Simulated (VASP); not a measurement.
# Se (P3_121) in VASP: notebook

The runs below take Se through single point, relaxation of cell and atoms, with PBEsol.

Everything below comes from runs of VASP 6.6.1. Logs are shortened: lines on timing, memory, paths and dates and some standing lists are left out, and cuts for length are marked.

### 1 The cell of the first run

The structure is trigonal, space group P3_121 (No. 152). The conventional cell has a = 4.505 Å, b = 4.505 Å, c = 4.979 Å, α = 90.00°, β = 90.00°, γ = 120.00°. Within 3.1 Å of Se (site symmetry 2) lie 2 Se at 2.38 Å.

### 2 Single point, PBEsol

Input file INCAR:

```
SYSTEM = Se
PREC     = Accurate       ! precision mode
ENCUT    = 520            ! plane-wave cutoff, eV
EDIFF    = 1E-7           ! SCF threshold, eV
ISMEAR   = 0              ! smearing method
SIGMA    = 0.1            ! smearing width, eV
LREAL    = .FALSE.        ! projectors in reciprocal space
LASPH    = .TRUE.         ! aspherical terms in the spheres
NELM     = 100            ! most SCF steps
ALGO     = Normal         ! electronic algorithm
ISIF     = 2              ! what is computed and relaxed
LWAVE    = .FALSE.        ! write WAVECAR
LCHARG   = .FALSE.        ! write CHGCAR
GGA      = PS             ! functional
NBANDS   = 16             ! bands
```

Input file KPOINTS:

```
Automatic mesh
0
G
  6 6 4
  0 0 0
```

Input file POSCAR:

```
Se
1.0
    4.5048207000      0.0000000000      0.0000000000
   -2.2524103500      3.9012891700      0.0000000000
    0.0000000000      0.0000000000      4.9787963200
Se
3
Direct
    0.2178929800      0.0000000000      0.3333333300
    0.0000000000      0.2178929800      0.6666666700
    0.7821070200      0.7821070200      0.0000000000
```

Potentials or basis: VASP PAW PBE potentials, release 64 (Se).

The run is started by

```sh
cat potpaw_PBE.64/Se/POTCAR > POTCAR
mpirun -np 1 vasp_std > vasp.out
```

OUTCAR:

```text
SYSTEM = Se
   PREC = Accurate
   ENCUT = 520
   EDIFF = 1E-7
   ISMEAR = 0
   LREAL = .FALSE.
   LASPH = .TRUE.
   NELM = 100
   ISIF = 2
   GGA = PS

 ion  position               nearest neighbor table
   1  0.218  0.000  0.333-   3 2.38   2 2.38
   2  0.000  0.218  0.667-   3 2.38   1 2.38
   3  0.782  0.782  0.000-   1 2.38   2 2.38

  LATTYP: Found a hexagonal cell.
 ALAT       =     4.5048207000
 C/A-ratio  =     1.1052152020

  Lattice vectors:

 A1 = (   4.5048207000,   0.0000000000,   0.0000000000)
 A2 = (  -2.2524103500,   3.9012891700,   0.0000000000)
 A3 = (   0.0000000000,   0.0000000000,   4.9787963200)

Analysis of symmetry for initial positions (statically):
=====================================================================
 Subroutine PRICEL returns:
 Original cell was already a primitive cell.

 Routine SETGRP: Setting up the symmetry group for a
 hexagonal supercell.

 Subroutine GETGRP returns: Found  6 space group operations
 (whereof  2 operations were pure point group operations)
 out of a pool of 24 trial point group operations.

The static configuration has the point symmetry C_2 .
 The point group associated with its full space group is D_3 .

Analysis of symmetry for dynamics (positions and initial velocities):
=====================================================================
 Subroutine PRICEL returns:
 Original cell was already a primitive cell.

 Routine SETGRP: Setting up the symmetry group for a
 hexagonal supercell.

 Subroutine GETGRP returns: Found  6 space group operations
 (whereof  2 operations were pure point group operations)
 out of a pool of 24 trial point group operations.

The dynamic configuration has the point symmetry C_2 .
 The point group associated with its full space group is D_3 .

 Subroutine INISYM returns: Found  6 space group operations
 (whereof  2 operations are pure point group operations),
 and found     1 'primitive' translations

----------------------------------------------------------------------------------------

                                     Primitive cell

  volume of cell :      87.5004

  direct lattice vectors                    reciprocal lattice vectors
     4.504820700  0.000000000  0.000000000     0.221984418  0.128162763  0.000000000
    -2.252410350  3.901289170  0.000000000     0.000000000  0.256325526  0.000000000
     0.000000000  0.000000000  4.978796320     0.000000000  0.000000000  0.200851759

  length of vectors
     4.504820700  4.504820704  4.978796320     0.256325527  0.256325526  0.200851759

  position of ions in fractional coordinates (direct lattice)
     0.217892980  0.000000000  0.333333330
     1.000000000  0.217892980  0.666666670
     0.782107020  0.782107020  0.000000000

  ion indices of the primitive-cell ions
   primitive index   ion index
                 1           1
                 2           2
                 3           3

----------------------------------------------------------------------------------------

 KPOINTS: Automatic mesh

Automatic generation of k-mesh.
 Grid dimensions read from file:
 generate k-points for:    6    6    4

 Generating k-lattice:

  Cartesian coordinates                     Fractional coordinates (reciprocal lattice)
     0.036997403  0.021360461  0.000000000     0.166666667 -0.000000000  0.000000000
     0.000000000  0.042720921  0.000000000     0.000000000  0.166666667  0.000000000
     0.000000000  0.000000000  0.050212940     0.000000000  0.000000000  0.250000000

  Length of vectors
     0.042720921  0.042720921  0.050212940

  Shift w.r.t. Gamma in fractional coordinates (k-lattice)
     0.000000000  0.000000000  0.000000000

 Subroutine IBZKPT returns following result:
 ===========================================

 Found     24 irreducible k-points:

 Following reciprocal coordinates:
            Coordinates               Weight
  0.000000  0.000000  0.000000      1.000000
  0.166667  0.000000  0.000000      6.000000
  0.333333  0.000000  0.000000      6.000000
  0.500000  0.000000  0.000000      3.000000
  0.166667  0.166667  0.000000      6.000000
  0.333333  0.166667  0.000000     12.000000
[... 16 lines left out ...]
  0.333333  0.166667  0.500000     12.000000
  0.333333  0.333333  0.500000      2.000000
   k-points           NKPTS =     24   k-points in BZ     NKDIM =     24   number of bands    NBANDS=     16
   number of dos      NEDOS =    301   number of ions     NIONS =      3
   total plane-waves  NPLWV =  51840
   dimension x,y,z NGX =    36 NGY =   36 NGZ =   40
   dimension x,y,z NGXF=    72 NGYF=   72 NGZF=   80
   ions per type =               3
   NGX,Y,Z   is equivalent  to a cutoff of  13.29, 13.29, 13.36 a.u.
   NGXF,Y,Z  is equivalent  to a cutoff of  26.57, 26.57, 26.71 a.u.
 SYSTEM =  Se
   PREC   = accura    normal or accurate (medium, high low for compatibility)
   ISTART =      0    job   : 0-new  1-cont  2-samecut
   ICHARG =      2    charge: 1-file 2-atom 10-const
   ISPIN  =      1    spin polarized calculation?
   LNONCOLLINEAR =      F non collinear calculations
   LSORBIT =      F    spin-orbit coupling
   LASPH  =      T    aspherical Exc in radial PAW
   ENCUT  =  520.0 eV  38.22 Ry    6.18 a.u.   8.38  8.38  9.26*2*pi/ulx,y,z
   NELM   =    100;   NELMIN=  2; NELMDL= -5     # of ELM steps
   EDIFF  = 0.1E-06   stopping-criterion for ELM
   LREAL  =      F    real-space projection
   EDIFFG = 0.1E-05   stopping-criterion for IOM
   NSW    =      0    number of steps for IOM
   IBRION =     -1    ionic relax: 0-MD 1-quasi-New 2-CG
   NFREE  =      0    steps in history (QN), initial steepest desc. (CG)
   ISIF   =      2    stress and relaxation
   ISYM   =      2    0-nonsym 1-usesym 2-fastsym
   POTIM  = 0.5000    time-step for ionic-motion
   TEBEG  =    0.0;   TEEND  =   0.0 temperature during run
   PSTRESS=    0.0 pullay stress
   NELECT =      18.0000    total number of electrons
   NUPDOWN=      -1.0000    fix difference up-down
   EMIN   =  10.00;   EMAX   =-10.00  energy-range for DOS
   EFERMI =   0.00;   METHOD = LEGACY
   ISMEAR =     0;   SIGMA  =   0.10  broadening in eV -4-tet -1-fermi 0-gaus
   EFERMI_NEDOS =   21; number of points for ismear=-14 and -15
   IALGO  =     38    algorithm
   IMIX   =      4    mixing-type and parameters
     AMIX     =   0.40;   BMIX     =  1.00
     AMIX_MAG =   1.60;   BMIX_MAG =  1.00
  volume/ion in A,a.u.               =      29.17       196.83
  Fermi-wavevector in a.u.,A,eV,Ry     =   0.966412  1.826254 12.707191  0.933952
  Thomas-Fermi vector in A             =   2.096211
   LORBIT       =      0    0 simple, 1 ext, 2 COOP (PROOUT), +10 PAW based schemes
   GGA     = PS    functional components
   LHFCALC =     F    Hartree Fock is set to
   AEXX    =    0.0000 exact exchange contribution
   IVDW    =     0    specifies the selected vdW correction
   LEPSILON=     F    determine dielectric tensor
   LRPA    =     F    only Hartree local field effects (RPA)
 non-spin polarized calculation
 Gauss-broadening in eV      SIGMA  =   0.10
  energy-cutoff  :      520.00
  volume of cell :       87.50
 maximum number of plane-waves:      2389
 NGX is ok and might be reduce to    36
   NGX = 17   NGY = 17   NGZ = 19

 number of electron      18.0000000 magnetization

 Free energy of the ion-electron system (eV)
  ---------------------------------------------------
  ext. energy  EPLUGINS =         0.00000000
  ---------------------------------------------------
  free energy    TOTEN  =       -11.44019256 eV

  energy without entropy =      -11.44019256  energy(sigma->0) =      -11.44019256

 E-fermi :   2.4063     XC(G=0):  -8.7033

 val. band max:        1.9448086837   @ k =   0.5000   0.0000   0.5000
 cond. band min:       2.9839330140   @ k =   0.3333   0.3333   0.5000
 fundamental gap:      1.0391243303
 Fermi energy:         2.4062733109

 k-point     1 :       0.0000    0.0000    0.0000
  band No.  band energies     occupation
      1     -13.6784      2.00000
      2      -9.6858      2.00000
      3      -9.6858      2.00000
      4      -1.9054      2.00000
      5      -1.9054      2.00000
      6      -1.6461      2.00000
[... 8 lines left out ...]
     15       8.3946      0.00000
     16      10.2733      0.00000

 k-point     2 :       0.1667    0.0000    0.0000
  band No.  band energies     occupation
      1     -13.5966      2.00000
      2      -9.7689      2.00000
      3      -9.6813      2.00000
      4      -2.4199      2.00000
      5      -2.1429      2.00000
      6      -1.4889      2.00000
[... 8 lines left out ...]
     15       9.0334      0.00000
     16      10.2792      0.00000

 k-point     3 :       0.3333    0.0000    0.0000
  band No.  band energies     occupation
      1     -13.4160      2.00000
      2      -9.9660      2.00000
      3      -9.6718      2.00000
      4      -2.8687      2.00000
      5      -2.4618      2.00000
      6      -1.4340      2.00000
[... 8 lines left out ...]
     15      10.2691      0.00000
     16      11.1877      0.00000

 k-point     4 :       0.5000    0.0000    0.0000
  band No.  band energies     occupation
      1     -13.3149      2.00000
      2     -10.0821      2.00000
      3      -9.6668      2.00000
      4      -2.9820      2.00000
      5      -2.5957      2.00000
      6      -1.2764      2.00000
[... 8 lines left out ...]
     15      11.2298      0.00000
     16      11.3344      0.00000
[... 324 lines left out ...]
 k-point    22 :       0.1667    0.1667    0.5000
  band No.  band energies     occupation
      1     -12.4089      2.00000
      2     -12.3599      2.00000
      3      -8.0848      2.00000
      4      -3.3362      2.00000
      5      -2.1338      2.00000
      6      -2.0490      2.00000
[... 8 lines left out ...]
     15       9.9419      0.00000
     16      10.2887      0.00000

 k-point    23 :       0.3333    0.1667    0.5000
  band No.  band energies     occupation
      1     -12.3125      2.00000
      2     -12.2390      2.00000
      3      -8.3827      2.00000
      4      -3.6129      2.00000
      5      -2.5175      2.00000
      6      -2.4035      2.00000
[... 8 lines left out ...]
     15      10.1183      0.00000
     16      10.9334      0.00000

 k-point    24 :       0.3333    0.3333    0.5000
  band No.  band energies     occupation
      1     -12.2388      2.00000
      2     -12.2388      2.00000
      3      -8.4682      2.00000
      4      -3.6112      2.00000
      5      -2.7188      2.00000
      6      -2.7188      2.00000
[... 8 lines left out ...]
     15      10.3924      0.00000
     16      10.3924      0.00000

------------------------ aborting loop because EDIFF is reached ----------------------------------------

  FORCE on cell =-STRESS in cart. coord.  units (eV):
  Direction    XX          YY          ZZ          XY          YZ          ZX
  --------------------------------------------------------------------------------------
  -------------------------------------------------------------------------------------
  Total       -0.5080403     -0.5080403     -0.1019648      0.0000000      0.0000000      0.0000000
  in kB       -9.3024804     -9.3024804     -1.8670279      0.0000000      0.0000000      0.0000000
  external PRESSURE =      -6.8239963 kB  Pullay stress =       0.0000000 kB

 VOLUME and BASIS-vectors are now :
 -----------------------------------------------------------------------------
  energy-cutoff  :      520.00
  volume of cell :       87.50
      direct lattice vectors                 reciprocal lattice vectors
     4.504820700  0.000000000  0.000000000     0.221984418  0.128162763  0.000000000
    -2.252410350  3.901289170  0.000000000     0.000000000  0.256325526  0.000000000
     0.000000000  0.000000000  4.978796320     0.000000000  0.000000000  0.200851759

 POSITION                                       TOTAL-FORCE (eV/Angst)
 -----------------------------------------------------------------------------------
      0.98157      0.00000      1.65960         0.199026      0.000000      0.000000
     -0.49078      0.85006      3.31920        -0.099513      0.172362     -0.000000
      1.76163      3.05123      0.00000        -0.099513     -0.172362     -0.000000
 -----------------------------------------------------------------------------------
    total drift:                                0.000003     -0.000003      0.000000

  FREE ENERGIE OF THE ION-ELECTRON SYSTEM (eV)
  ---------------------------------------------------
  free  energy   TOTEN  =       -11.4401925645 eV

  energy  without entropy=      -11.4401925645  energy(sigma->0) =      -11.44019256
```

It took 73 s on 1 thread of AMD EPYC 7R13, shared host; peak memory 0.18 GiB.

What came out:

```
Free energy            : -11.4402 eV
Pressure               : -0.7 GPa
Largest force          : 0.199 eV/Å
Band gap on the k mesh : 1.04 eV, indirect (least direct gap 1.29 eV)
```

Forces in eV/Å, atoms in the order of the input:
```
Se   0.199  0.000  0.000
Se  -0.100  0.172  0.000
Se  -0.100 -0.172  0.000
```

Levels at points of the mesh, in eV from the valence-band top:
```
           k point  band 6  band 7  band 8  band 9  band 10  band 11  band 12  band 13
(0.00, 0.00, 0.00)   -3.59   -1.99   -1.99   -0.34     1.96     1.96     2.27     5.70
(0.50, 0.00, 0.00)   -3.22   -2.70   -1.80   -0.92     1.99     2.44     3.94     5.47
(0.00, 0.00, 0.50)   -3.36   -1.44   -1.44   -0.98     1.30     1.30     1.34     6.34
(0.50, 0.00, 0.50)   -4.12   -1.68   -1.18    0.00     1.58     2.62     3.00     6.18
```

Caveat: the PAW data sets were made with another functional, which shifts forces and pressure a little. A k mesh can miss the band edges.

(Continued in part 2 of 2.)
